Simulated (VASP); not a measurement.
# PtSe2 (Sudovikovite) (P-3m1) in VASP: notebook

Runs on PtSe2 (Sudovikovite). Level: PBE. Tasks: single point.

Program: VASP 6.6.1. These are calculated values, not measurements. Logs are shortened: lines on timing, memory, paths and dates and some standing lists are left out, and cuts for length are marked.

### 1 The cell of the first run

The structure is trigonal, space group P-3m1 (No. 164). The conventional cell has a = 3.724 Å, b = 3.724 Å, c = 5.062 Å, α = 90.00°, β = 90.00°, γ = 120.00°. Within 3.3 Å of Pt (site symmetry -3m) lie 6 Se at 2.49 Å. Within 3.3 Å of Se (site symmetry 3m) lie 3 Pt at 2.49 Å.

### 2 Single point, PBE

Input file INCAR:

```
SYSTEM = PtSe2
ALGO = Normal ; EDIFF = 1E-6
ENCUT = 520 ; GGA = PE
ISIF = 2 ; ISMEAR = 1
LASPH = .TRUE. ; LCHARG = .FALSE.
LREAL = .FALSE. ; LWAVE = .FALSE.
NBANDS = 18 ; NELM = 100
PREC = Accurate ; SIGMA = 0.25
```

Input file KPOINTS:

```
k-points
0
G
  9 9 6
  0 0 0
```

Input file POSCAR:

```
PtSe2
1.0
    3.7240000000      0.0000000000      0.0000000000
   -1.8620000000      3.2250800000      0.0000000000
    0.0000000000      0.0000000000      5.0620000000
Pt Se
1 2
Direct
    0.0000000000      0.0000000000      0.0000000000
    0.3333333333      0.6666666667      0.2500000000
    0.6666666667      0.3333333333      0.7500000000
```

Potentials or basis: VASP PAW PBE potentials, release 64 (Pt, Se).

Run with:

```
cat potpaw_PBE.64/Pt/POTCAR potpaw_PBE.64/Se/POTCAR > POTCAR
mpirun -np 1 vasp_std > vasp.out
```

OUTCAR:

```text
SYSTEM = PtSe2
   EDIFF = 1E-6
   ENCUT = 520
   GGA = PE
   ISIF = 2
   ISMEAR = 1
   LASPH = .TRUE.
   LREAL = .FALSE.
   NELM = 100
   PREC = Accurate

 ion  position               nearest neighbor table
   1  0.000  0.000  0.000-   2 2.49   3 2.49   3 2.49   2 2.49   3 2.49   2 2.49
   2  0.333  0.667  0.250-   1 2.49   1 2.49   1 2.49
   3  0.667  0.333  0.750-   1 2.49   1 2.49   1 2.49

  LATTYP: Found a hexagonal cell.
 ALAT       =     3.7240000000
 C/A-ratio  =     1.3592910849

  Lattice vectors:

 A1 = (   3.7240000000,   0.0000000000,   0.0000000000)
 A2 = (  -1.8620000000,   3.2250800000,   0.0000000000)
 A3 = (   0.0000000000,   0.0000000000,   5.0620000000)

Analysis of symmetry for initial positions (statically):
=====================================================================
 Subroutine PRICEL returns:
 Original cell was already a primitive cell.

 Routine SETGRP: Setting up the symmetry group for a
 hexagonal supercell.

 Subroutine GETGRP returns: Found 12 space group operations
 (whereof 12 operations were pure point group operations)
 out of a pool of 24 trial point group operations.

The static configuration has the point symmetry D_3d.

Analysis of symmetry for dynamics (positions and initial velocities):
=====================================================================
 Subroutine PRICEL returns:
 Original cell was already a primitive cell.

 Routine SETGRP: Setting up the symmetry group for a
 hexagonal supercell.

 Subroutine GETGRP returns: Found 12 space group operations
 (whereof 12 operations were pure point group operations)
 out of a pool of 24 trial point group operations.

The dynamic configuration has the point symmetry D_3d.

 Subroutine INISYM returns: Found 12 space group operations
 (whereof 12 operations are pure point group operations),
 and found     1 'primitive' translations

----------------------------------------------------------------------------------------

                                     Primitive cell

  volume of cell :      60.7956

  direct lattice vectors                    reciprocal lattice vectors
     3.724000000  0.000000000  0.000000000     0.268528464  0.155034914  0.000000000
    -1.862000000  3.225080000  0.000000000     0.000000000  0.310069828  0.000000000
     0.000000000  0.000000000  5.062000000     0.000000000  0.000000000  0.197550375

  length of vectors
     3.724000000  3.724001209  5.062000000     0.310069928  0.310069828  0.197550375

  position of ions in fractional coordinates (direct lattice)
     0.000000000  0.000000000  0.000000000
     0.333333333  0.666666667  0.250000000
     0.666666667  0.333333333  0.750000000

  ion indices of the primitive-cell ions
   primitive index   ion index
                 1           1
                 2           2
                 3           3

----------------------------------------------------------------------------------------

 KPOINTS: k-points

Automatic generation of k-mesh.
 Grid dimensions read from file:
 generate k-points for:    9    9    6

 Generating k-lattice:

  Cartesian coordinates                     Fractional coordinates (reciprocal lattice)
     0.029836496  0.017226102  0.000000000     0.111111111  0.000000000  0.000000000
     0.000000000  0.034452203  0.000000000     0.000000000  0.111111111  0.000000000
     0.000000000  0.000000000  0.032925063     0.000000000  0.000000000  0.166666667

  Length of vectors
     0.034452214  0.034452203  0.032925063

  Shift w.r.t. Gamma in fractional coordinates (k-lattice)
     0.000000000  0.000000000  0.000000000

 Subroutine IBZKPT returns following result:
 ===========================================

 Found     62 irreducible k-points:

 Following reciprocal coordinates:
            Coordinates               Weight
  0.000000  0.000000  0.000000      1.000000
  0.111111  0.000000  0.000000      6.000000
  0.222222  0.000000  0.000000      6.000000
  0.333333  0.000000  0.000000      6.000000
  0.444444  0.000000  0.000000      6.000000
  0.111111  0.111111  0.000000      6.000000
[... 16 lines left out ...]
  0.222222  0.111111  0.166667     12.000000
 -0.111111  0.333333  0.166667     12.000000
 [... further k-points ...]
   k-points           NKPTS =     62   k-points in BZ     NKDIM =     62   number of bands    NBANDS=     18
   number of dos      NEDOS =    301   number of ions     NIONS =      3
   total plane-waves  NPLWV =  31360
   dimension x,y,z NGX =    28 NGY =   28 NGZ =   40
   dimension x,y,z NGXF=    56 NGYF=   56 NGZF=   80
   ions per type =               1   2
   NGX,Y,Z   is equivalent  to a cutoff of  12.50, 12.50, 13.14 a.u.
   NGXF,Y,Z  is equivalent  to a cutoff of  25.00, 25.00, 26.27 a.u.
 SYSTEM =  PtSe2
   PREC   = accura    normal or accurate (medium, high low for compatibility)
   ISTART =      0    job   : 0-new  1-cont  2-samecut
   ICHARG =      2    charge: 1-file 2-atom 10-const
   ISPIN  =      1    spin polarized calculation?
   LNONCOLLINEAR =      F non collinear calculations
   LSORBIT =      F    spin-orbit coupling
   LASPH  =      T    aspherical Exc in radial PAW
   ENCUT  =  520.0 eV  38.22 Ry    6.18 a.u.   6.92  6.92  9.41*2*pi/ulx,y,z
   NELM   =    100;   NELMIN=  2; NELMDL= -5     # of ELM steps
   EDIFF  = 0.1E-05   stopping-criterion for ELM
   LREAL  =      F    real-space projection
   EDIFFG = 0.1E-04   stopping-criterion for IOM
   NSW    =      0    number of steps for IOM
   IBRION =     -1    ionic relax: 0-MD 1-quasi-New 2-CG
   NFREE  =      0    steps in history (QN), initial steepest desc. (CG)
   ISIF   =      2    stress and relaxation
   ISYM   =      2    0-nonsym 1-usesym 2-fastsym
   POTIM  = 0.5000    time-step for ionic-motion
   TEBEG  =    0.0;   TEEND  =   0.0 temperature during run
   PSTRESS=    0.0 pullay stress
   NELECT =      22.0000    total number of electrons
   NUPDOWN=      -1.0000    fix difference up-down
   EMIN   =  10.00;   EMAX   =-10.00  energy-range for DOS
   EFERMI =   0.00;   METHOD = LEGACY
   ISMEAR =     1;   SIGMA  =   0.25  broadening in eV -4-tet -1-fermi 0-gaus
   EFERMI_NEDOS =   21; number of points for ismear=-14 and -15
   IALGO  =     38    algorithm
   IMIX   =      4    mixing-type and parameters
     AMIX     =   0.40;   BMIX     =  1.00
     AMIX_MAG =   1.60;   BMIX_MAG =  1.00
  volume/ion in A,a.u.               =      20.27       136.76
  Fermi-wavevector in a.u.,A,eV,Ry     =   1.166608  2.204569 18.517179  1.360974
  Thomas-Fermi vector in A             =   2.303119
   LORBIT       =      0    0 simple, 1 ext, 2 COOP (PROOUT), +10 PAW based schemes
   GGA     = PE    functional components
   LHFCALC =     F    Hartree Fock is set to
   AEXX    =    0.0000 exact exchange contribution
   IVDW    =     0    specifies the selected vdW correction
   LEPSILON=     F    determine dielectric tensor
   LRPA    =     F    only Hartree local field effects (RPA)
 non-spin polarized calculation
 Methfessel and Paxton  Order N= 1 SIGMA  =   0.25
  energy-cutoff  :      520.00
  volume of cell :       60.80
 maximum number of plane-waves:      1650
   NGX = 13   NGY = 13   NGZ = 19

 number of electron      21.9999999 magnetization

 Free energy of the ion-electron system (eV)
  ---------------------------------------------------
  ext. energy  EPLUGINS =         0.00000000
  ---------------------------------------------------
  free energy    TOTEN  =       -14.18460925 eV

  energy without entropy =      -14.18637573  energy(sigma->0) =      -14.18519808

 E-fermi :   6.5723     XC(G=0): -10.6328

 val. band max:        6.5581435264   @ k =   0.3333   0.3333   0.0000
 cond. band min:       6.6128648171   @ k =   0.0000   0.3333   0.3333
 fundamental gap:      0.0547212907
 Fermi energy:         6.5722697266

 k-point     1 :       0.0000    0.0000    0.0000
  band No.  band energies     occupation
      1      -9.1796      2.00000
      2      -6.3556      2.00000
      3      -0.6640      2.00000
      4       0.0421      2.00000
      5       0.0421      2.00000
      6       2.5025      2.00000
[... 10 lines left out ...]
     17      13.8142      0.00000
     18      18.3485      0.00000

 k-point     2 :       0.1111    0.0000    0.0000
  band No.  band energies     occupation
      1      -9.0410      2.00000
      2      -6.4180      2.00000
      3      -0.5003      2.00000
      4       0.1314      2.00000
      5       0.1421      2.00000
      6       2.3103      2.00000
[... 10 lines left out ...]
     17      14.2599      0.00000
     18      16.5681      0.00000

 k-point     3 :       0.2222    0.0000    0.0000
  band No.  band energies     occupation
      1      -8.6511      2.00000
      2      -6.5821      2.00000
      3      -0.0715      2.00000
      4       0.3601      2.00000
      5       0.4421      2.00000
      6       1.5547      2.00000
[... 10 lines left out ...]
     17      14.9344      0.00000
     18      14.9901      0.00000

 k-point     4 :       0.3333    0.0000    0.0000
  band No.  band energies     occupation
      1      -8.0955      2.00000
      2      -6.8071      2.00000
      3      -0.0313      2.00000
      4       0.5959      2.00000
      5       0.7833      2.00000
      6       1.1868      2.00000
[... 375 lines left out ...]
      4       0.2801      2.00000
      5       0.6021      2.00000
      6       1.9137      2.00000
[... 10 lines left out ...]
     17      14.5843      0.00000
     18      15.1857      0.00000

 k-point    23 :       0.2222    0.1111    0.1667
  band No.  band energies     occupation
      1      -8.2046      2.00000
      2      -6.8593      2.00000
      3       0.1458      2.00000
      4       0.4629      2.00000
      5       0.7004      2.00000
      6       1.4776      2.00000
[... 10 lines left out ...]
     17      14.7890      0.00000
     18      15.3643      0.00000

 k-point    24 :      -0.1111    0.3333    0.1667
  band No.  band energies     occupation
      1      -8.2353      2.00000
      2      -6.7951      2.00000
      3      -0.1534      2.00000
      4       0.3847      2.00000
      5       0.8405      2.00000
      6       1.2537      2.00000
[... 10 lines left out ...]
     17      14.3627      0.00000
     18      16.1439      0.00000

 [... further k-points ...]
[... 5 lines left out ...]
  --------------------------------------------------------------------------------------
  -------------------------------------------------------------------------------------
  Total        3.0212328      3.0212355      2.2682399      0.0000000      0.0000000      0.0000000
  in kB       79.6200553     79.6201242     59.7760567      0.0000000      0.0000000      0.0000000
  external PRESSURE =      73.0054121 kB  Pullay stress =       0.0000000 kB

 VOLUME and BASIS-vectors are now :
 -----------------------------------------------------------------------------
  energy-cutoff  :      520.00
  volume of cell :       60.80
      direct lattice vectors                 reciprocal lattice vectors
     3.724000000  0.000000000  0.000000000     0.268528464  0.155034914  0.000000000
    -1.862000000  3.225080000  0.000000000     0.000000000  0.310069828  0.000000000
     0.000000000  0.000000000  5.062000000     0.000000000  0.000000000  0.197550375

 POSITION                                       TOTAL-FORCE (eV/Angst)
 -----------------------------------------------------------------------------------
      0.00000      0.00000      0.00000        -0.000000     -0.000000      0.000000
     -0.00000      2.15005      1.26550         0.000000     -0.000000      0.578219
      1.86200      1.07503      3.79650        -0.000000      0.000000     -0.578219
 -----------------------------------------------------------------------------------
    total drift:                               -0.000000     -0.000000     -0.000000

  FREE ENERGIE OF THE ION-ELECTRON SYSTEM (eV)
  ---------------------------------------------------
  free  energy   TOTEN  =       -14.1846092519 eV

  energy  without entropy=      -14.1863757299  energy(sigma->0) =      -14.18519808
```

Run time: 46 s. Hardware: 1 thread of Intel Xeon Platinum 8259CL at 2.50GHz (Skylake/Cascade Lake), shared host; peak memory 0.22 GiB.

What came out:

- Free energy: -14.1846 eV
- Pressure: 7.3 GPa
- Largest force: 0.578 eV/Å
- Band gap on the k mesh: zero (band 11 reaches 6.94 eV, above the bottom of band 12 at 6.56 eV)

Forces on the atoms (eV/Å):
```
Pt   0.000  0.000  0.000
Se   0.000  0.000  0.578
Se   0.000  0.000 -0.578
```

Caveat: spin-orbit coupling is left out, which moves the levels of the heavy elements.

(Part 1 of 2 ends here.)
